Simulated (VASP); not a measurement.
Input of a VASP 6.6.1 run:

The input INCAR:

```
PREC     = Accurate       # precision mode
ENCUT    = 600            # plane-wave cutoff, eV
EDIFF    = 1E-6           # SCF threshold, eV
ISMEAR   = 0              # smearing method
SIGMA    = 0.1            # smearing width, eV
LREAL    = F              # projectors in reciprocal space
LASPH    = T              # aspherical terms in the spheres
NELM     = 100            # most SCF steps
ALGO     = Normal         # electronic algorithm
ISIF     = 3              # what is computed and relaxed
LWAVE    = F              # write WAVECAR
LCHARG   = F              # write CHGCAR
GGA      = PE             # functional
IBRION   = 2              # ionic algorithm
NSW      = 90             # ionic steps
EDIFFG   = -0.04          # ionic threshold
```

KPOINTS

```
Automatic mesh
0
Gamma
  4 4 4
```

Contents of POSCAR:

```
PbSe
1.0
    4.1805736826      0.0000000000      0.0000000000
    0.2548532587      4.2059181244      0.0000000000
    0.8274232770      1.6311692017      3.8012302324
Pb Se
1 1
Direct
    0.3108415604      0.2992525964      0.2664043375
    0.9391584396      0.9507474036      0.9835956625
```

Potentials or basis: VASP PAW PBE potentials, release 64 (Pb_d, Se).

Launch:

```sh
$ cat potpaw_PBE.64/Pb_d/POTCAR potpaw_PBE.64/Se/POTCAR > POTCAR
$ mpirun -np 1 vasp_std > vasp.out
```

Estimate the band gap on the k mesh.

0.90 eV (least direct gap 0.91 eV).

Estimate the space group after relaxing (to 0.1 Å).

I4mm (No. 107).

Forces in eV/Å, atoms in the order of the input:
```
Pb   0.005  0.001 -0.007
Se  -0.005 -0.001  0.007
```

Caveat: spin-orbit coupling is left out, which moves the levels of the heavy elements. A k mesh can miss the band edges.
